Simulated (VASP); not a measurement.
# AlRu (WC type) (P-6m2) in VASP: further runs

Runs on AlRu (WC type). Level: PBE. Tasks: density of states.

Program: VASP 6.6.1. These are calculated values, not measurements. Logs are shortened: lines on timing, memory, paths and dates and some standing lists are left out, and cuts for length are marked.

### 1 The cell of the first run

It takes space group P-6m2 (No. 187, hexagonal). Conventional cell: a = 2.353 Å, b = 2.353 Å, c = 3.242 Å, α = 90.00°, β = 90.00°, γ = 120.00°. Ru (site symmetry -6m2) has 6 Al at 2.12 Å and 6 Ru at 2.35 Å within 2.8 Å. Al (site symmetry -6m2) has 6 Ru at 2.12 Å and 6 Al at 2.35 Å within 2.8 Å.

### 2 Density of states, PBE (volume scaled by 0.55)

POSCAR reads:

```
AlRu
1.0
    2.3528891640      0.0000000000      0.0000000000
   -1.1764445820      2.0376617883      0.0000000000
    0.0000000000      0.0000000000      3.2421935578
Ru Al
1 1
Direct
    0.0000000000      0.0000000000      0.0000000000
    0.3333333333      0.6666666667      0.5000000000
```

INCAR.step1 reads:

```
SYSTEM = AlRu
PREC     = Accurate       ! precision mode
ENCUT    = 520            ! plane-wave cutoff, eV
EDIFF    = 1E-6           ! SCF threshold, eV
ISMEAR   = -1             ! smearing method
SIGMA    = 0.05           ! smearing width, eV
LREAL    = .False.        ! projectors in reciprocal space
LASPH    = .True.         ! aspherical terms in the spheres
NELM     = 80             ! most SCF steps
ALGO     = Normal         ! electronic algorithm
ISIF     = 2              ! what is computed and relaxed
LWAVE    = .False.        ! write WAVECAR
LCHARG   = .True.         ! write CHGCAR
LMAXMIX  = 4              ! l up to which the mixer works
GGA      = PE             ! functional
NBANDS   = 16             ! bands
```

KPOINTS.step1 reads:

```
regular mesh
0
Gamma
  13 13 12
  0 0 0
```

INCAR.step2 reads:

```
SYSTEM = AlRu
PREC     = Accurate       ! precision mode
ENCUT    = 520            ! plane-wave cutoff, eV
EDIFF    = 1E-6           ! SCF threshold, eV
ISMEAR   = -5             ! smearing method
SIGMA    = 0.05           ! smearing width, eV
LREAL    = .False.        ! projectors in reciprocal space
LASPH    = .True.         ! aspherical terms in the spheres
NELM     = 80             ! most SCF steps
ALGO     = Normal         ! electronic algorithm
ISIF     = 2              ! what is computed and relaxed
LWAVE    = .False.        ! write WAVECAR
LCHARG   = .False.        ! write CHGCAR
LMAXMIX  = 4              ! l up to which the mixer works
GGA      = PE             ! functional
LORBIT   = 10             ! projections on sites
NBANDS   = 16             ! bands
NEDOS    = 2001           ! points of the DOS
ICHARG   = 11             ! starting density
```

KPOINTS.step2 reads:

```
regular mesh
0
Gamma
  20 20 18
  0 0 0
```

Potentials or basis: VASP PAW PBE potentials, release 64 (Ru_pv, Al).

On the command line:

```bash
cat potpaw_PBE.64/Ru_pv/POTCAR potpaw_PBE.64/Al/POTCAR > POTCAR
cp INCAR.step1 INCAR
cp KPOINTS.step1 KPOINTS
mpirun -np 1 vasp_std > vasp.out
cp INCAR.step2 INCAR
cp KPOINTS.step2 KPOINTS
mpirun -np 1 vasp_std > vasp.out
```

OUTCAR:

```text
SYSTEM = AlRu
   PREC = Accurate
   ENCUT = 520
   EDIFF = 1E-6
   ISMEAR = -5
   LREAL = .False.
   LASPH = .True.
   NELM = 80
   ISIF = 2
   GGA = PE
   LORBIT = 10
   ICHARG = 11

 ion  position               nearest neighbor table
   1  0.000  0.000  0.000-   2 2.12   2 2.12   2 2.12   2 2.12   2 2.12   2 2.12   2 3.16   2 3.16
                             2 3.16   2 3.16   2 3.16   2 3.16
   2  0.333  0.667  0.500-   1 2.12   1 2.12   1 2.12   1 2.12   1 2.12   1 2.12   1 3.16   1 3.16
                             1 3.16   1 3.16   1 3.16   1 3.16

  LATTYP: Found a hexagonal cell.
 ALAT       =     2.3528891640
 C/A-ratio  =     1.3779627223

  Lattice vectors:

 A1 = (   2.3528891640,   0.0000000000,   0.0000000000)
 A2 = (  -1.1764445820,   2.0376617883,   0.0000000000)
 A3 = (   0.0000000000,   0.0000000000,   3.2421935578)

Analysis of symmetry for initial positions (statically):
=====================================================================
 Subroutine PRICEL returns:
 Original cell was already a primitive cell.

 Routine SETGRP: Setting up the symmetry group for a
 hexagonal supercell.

 Subroutine GETGRP returns: Found 12 space group operations
 (whereof 12 operations were pure point group operations)
 out of a pool of 24 trial point group operations.

The static configuration has the point symmetry D_3h.

Analysis of symmetry for dynamics (positions and initial velocities):
=====================================================================
 Subroutine PRICEL returns:
 Original cell was already a primitive cell.

 Routine SETGRP: Setting up the symmetry group for a
 hexagonal supercell.

 Subroutine GETGRP returns: Found 12 space group operations
 (whereof 12 operations were pure point group operations)
 out of a pool of 24 trial point group operations.

The dynamic configuration has the point symmetry D_3h.

 Subroutine INISYM returns: Found 12 space group operations
 (whereof 12 operations are pure point group operations),
 and found     1 'primitive' translations

----------------------------------------------------------------------------------------

                                     Primitive cell

  volume of cell :      15.5443

  direct lattice vectors                    reciprocal lattice vectors
     2.352889164  0.000000000  0.000000000     0.425009395  0.245379289  0.000000000
    -1.176444582  2.037661788  0.000000000     0.000000000  0.490758577  0.000000000
     0.000000000  0.000000000  3.242193558     0.000000000  0.000000000  0.308433159

  length of vectors
     2.352889164  2.352889164  3.242193558     0.490758577  0.490758577  0.308433159

  position of ions in fractional coordinates (direct lattice)
     0.000000000  0.000000000  0.000000000
     0.333333333  0.666666667  0.500000000

  ion indices of the primitive-cell ions
   primitive index   ion index
                 1           1
                 2           2

----------------------------------------------------------------------------------------

 KPOINTS: regular mesh

Automatic generation of k-mesh.
 Grid dimensions read from file:
 generate k-points for:   20   20   18

 Generating k-lattice:

  Cartesian coordinates                     Fractional coordinates (reciprocal lattice)
     0.021250470  0.012268964  0.000000000     0.050000000  0.000000000  0.000000000
     0.000000000  0.024537929  0.000000000     0.000000000  0.050000000  0.000000000
     0.000000000  0.000000000  0.017135175     0.000000000  0.000000000  0.055555556

  Length of vectors
     0.024537929  0.024537929  0.017135175

  Shift w.r.t. Gamma in fractional coordinates (k-lattice)
     0.000000000  0.000000000  0.000000000

 TETIRR: Found   7380 inequivalent tetrahedra from    43200

 Subroutine IBZKPT returns following result:
 ===========================================

 Found    440 irreducible k-points:

 Following reciprocal coordinates:
            Coordinates               Weight
  0.000000  0.000000  0.000000      1.000000
  0.050000 -0.000000  0.000000      6.000000
  0.100000 -0.000000  0.000000      6.000000
  0.150000 -0.000000  0.000000      6.000000
  0.200000 -0.000000  0.000000      6.000000
  0.250000 -0.000000  0.000000      6.000000
[... 16 lines left out ...]
  0.200000  0.100000  0.000000     12.000000
  0.250000  0.100000  0.000000     12.000000
 [... further k-points ...]
   k-points           NKPTS =    440   k-points in BZ     NKDIM =    440   number of bands    NBANDS=     16
   number of dos      NEDOS =   2001   number of ions     NIONS =      2
   total plane-waves  NPLWV =   7776
   dimension x,y,z NGX =    18 NGY =   18 NGZ =   24
   dimension x,y,z NGXF=    36 NGYF=   36 NGZF=   48
   ions per type =               1   1
   NGX,Y,Z   is equivalent  to a cutoff of  12.72, 12.72, 12.31 a.u.
   NGXF,Y,Z  is equivalent  to a cutoff of  25.44, 25.44, 24.61 a.u.
 SYSTEM =  AlRu
   PREC   = accura    normal or accurate (medium, high low for compatibility)
   ISTART =      0    job   : 0-new  1-cont  2-samecut
   ICHARG =     11    charge: 1-file 2-atom 10-const
   ISPIN  =      1    spin polarized calculation?
   LNONCOLLINEAR =      F non collinear calculations
   LSORBIT =      F    spin-orbit coupling
   LASPH  =      T    aspherical Exc in radial PAW
   ENCUT  =  520.0 eV  38.22 Ry    6.18 a.u.   4.37  4.37  6.03*2*pi/ulx,y,z
   NELM   =     80;   NELMIN=  2; NELMDL=  0     # of ELM steps
   EDIFF  = 0.1E-05   stopping-criterion for ELM
   LREAL  =      F    real-space projection
   EDIFFG = 0.1E-04   stopping-criterion for IOM
   NSW    =      0    number of steps for IOM
   IBRION =     -1    ionic relax: 0-MD 1-quasi-New 2-CG
   NFREE  =      0    steps in history (QN), initial steepest desc. (CG)
   ISIF   =      2    stress and relaxation
   ISYM   =      2    0-nonsym 1-usesym 2-fastsym
   POTIM  = 0.5000    time-step for ionic-motion
   TEBEG  =    0.0;   TEEND  =   0.0 temperature during run
   PSTRESS=    0.0 pullay stress
   NELECT =      17.0000    total number of electrons
   NUPDOWN=      -1.0000    fix difference up-down
   EMIN   =  10.00;   EMAX   =-10.00  energy-range for DOS
   EFERMI =   0.00;   METHOD = LEGACY
   ISMEAR =    -5;   SIGMA  =   0.05  broadening in eV -4-tet -1-fermi 0-gaus
   EFERMI_NEDOS =   21; number of points for ismear=-14 and -15
   IALGO  =     38    algorithm
   IMIX   =      4    mixing-type and parameters
     AMIX     =   0.40;   BMIX     =  1.00
     AMIX_MAG =   1.60;   BMIX_MAG =  1.00
  volume/ion in A,a.u.               =       7.77        52.45
  Fermi-wavevector in a.u.,A,eV,Ry     =   1.686684  3.187370 38.707238  2.844902
  Thomas-Fermi vector in A             =   2.769305
   LORBIT       =     10    0 simple, 1 ext, 2 COOP (PROOUT), +10 PAW based schemes
   GGA     = PE    functional components
   LHFCALC =     F    Hartree Fock is set to
   AEXX    =    0.0000 exact exchange contribution
   IVDW    =     0    specifies the selected vdW correction
   LEPSILON=     F    determine dielectric tensor
   LRPA    =     F    only Hartree local field effects (RPA)
 non-spin polarized calculation
 Fermi weights with tetrahedron method with Bloechl corrections
  energy-cutoff  :      520.00
  volume of cell :       15.54
 maximum number of plane-waves:       438
 NGX is ok and might be reduce to    18

 number of electron      17.0000006 magnetization

 Free energy of the ion-electron system (eV)
  ---------------------------------------------------
  ext. energy  EPLUGINS =         0.00000000
  ---------------------------------------------------
  free energy    TOTEN  =        -4.22473002 eV

  energy without entropy =       -4.22473002  energy(sigma->0) =       -4.22473002

 E-fermi :  21.4942     XC(G=0): -15.6039

 val. band max:       21.5773881803   @ k =   0.3000  -0.0000   0.3333
 cond. band min:      21.2439294965   @ k =   0.0000   0.0000   0.1667
 fundamental gap:     -0.3334586839
 Fermi energy:        21.4942123301

 k-point     1 :       0.0000    0.0000    0.0000
  band No.  band energies     occupation
      1     -22.2374      2.00000
      2     -20.6363      2.00000
      3     -20.6363      2.00000
      4       7.3663      2.00000
      5      12.7527      2.00000
      6      17.2799      2.00000
[... 8 lines left out ...]
     15      36.9791      0.00000
     16      41.9624      0.00000

 k-point     2 :       0.0500   -0.0000    0.0000
  band No.  band energies     occupation
      1     -22.2257      2.00000
      2     -20.7159      2.00000
      3     -20.6534      2.00000
      4       7.4643      2.00000
      5      12.8850      2.00000
      6      17.1290      2.00000
[... 8 lines left out ...]
     15      37.2071      0.00000
     16      41.5623      0.00000

 k-point     3 :       0.1000   -0.0000    0.0000
  band No.  band energies     occupation
      1     -22.1917      2.00000
      2     -20.9436      2.00000
      3     -20.7025      2.00000
      4       7.7505      2.00000
      5      13.2505      2.00000
      6      16.7471      2.00000
[... 8 lines left out ...]
     15      37.8856      0.00000
     16      40.6747      0.00000

 k-point     4 :       0.1500   -0.0000    0.0000
  band No.  band energies     occupation
      1     -22.1383      2.00000
      2     -21.2902      2.00000
      3     -20.7784      2.00000
      4       8.2036      2.00000
      5      13.7138      2.00000
      6      16.3500      2.00000
[... 8 lines left out ...]
     15      38.9664      0.00000
     16      39.7403      0.00000
[... 324 lines left out ...]
 k-point    22 :       0.1500    0.1000    0.0000
  band No.  band energies     occupation
      1     -22.0433      2.00000
      2     -21.8308      2.00000
      3     -20.9622      2.00000
      4       9.0498      2.00000
      5      14.4491      2.00000
      6      15.6512      2.00000
[... 8 lines left out ...]
     15      38.7143      0.00000
     16      40.9827      0.00000

 k-point    23 :       0.2000    0.1000    0.0000
  band No.  band energies     occupation
      1     -22.2317      2.00000
      2     -21.9707      2.00000
      3     -21.0910      2.00000
      4       9.7428      2.00000
      5      14.1873      2.00000
      6      15.5902      2.00000
[... 8 lines left out ...]
     15      38.3689      0.00000
     16      41.8723      0.00000

 k-point    24 :       0.2500    0.1000    0.0000
  band No.  band energies     occupation
      1     -22.6211      2.00000
      2     -21.8972      2.00000
      3     -21.2184      2.00000
      4      10.5047      2.00000
      5      13.7153      2.00000
      6      14.8344      2.00000
[... 8 lines left out ...]
     15      38.3880      0.00000
     16      41.9031      0.00000

 [... further k-points ...]
[... 5 lines left out ...]
  --------------------------------------------------------------------------------------
  -------------------------------------------------------------------------------------
  Total       39.8394650     39.8394650     39.8714396     -0.0000000      0.0000000      0.0000000
  in kB     4106.3084688   4106.3084688   4109.6041284     -0.0000000      0.0000000      0.0000000
  external PRESSURE =    4107.4070220 kB  Pullay stress =       0.0000000 kB

 VOLUME and BASIS-vectors are now :
 -----------------------------------------------------------------------------
  energy-cutoff  :      520.00
  volume of cell :       15.54
      direct lattice vectors                 reciprocal lattice vectors
     2.352889164  0.000000000  0.000000000     0.425009395  0.245379289  0.000000000
    -1.176444582  2.037661788  0.000000000     0.000000000  0.490758577  0.000000000
     0.000000000  0.000000000  3.242193558     0.000000000  0.000000000  0.308433159

 POSITION                                       TOTAL-FORCE (eV/Angst)
 -----------------------------------------------------------------------------------
      0.00000      0.00000      0.00000        -0.000000      0.000000      0.000000
     -0.00000      1.35844      1.62110         0.000000     -0.000000      0.000000
 -----------------------------------------------------------------------------------
    total drift:                               -0.000004      0.000002      0.000000

  FREE ENERGIE OF THE ION-ELECTRON SYSTEM (eV)
  ---------------------------------------------------
  free  energy   TOTEN  =        -4.2247300197 eV

  energy  without entropy=       -4.2247300197  energy(sigma->0) =       -4.22473002

 total charge

# of ion       s       p       d       tot
------------------------------------------
    1        0.639   6.670   7.223  14.532
    2        0.573   0.803   0.000   1.376
--------------------------------------------------
tot          1.211   7.473   7.223  15.908
```

Wall time 2.1 min (1 thread of AMD EPYC 7R43 (Zen 3), shared host); peak memory 0.19 GiB.

Results:

```
Valence electrons inside the program's atomic spheres : Ru 14.53; Al 1.38
```

Caveat: tetrahedron occupations give inexact forces and stress in metals.

(Continued in part 2 of 2.)
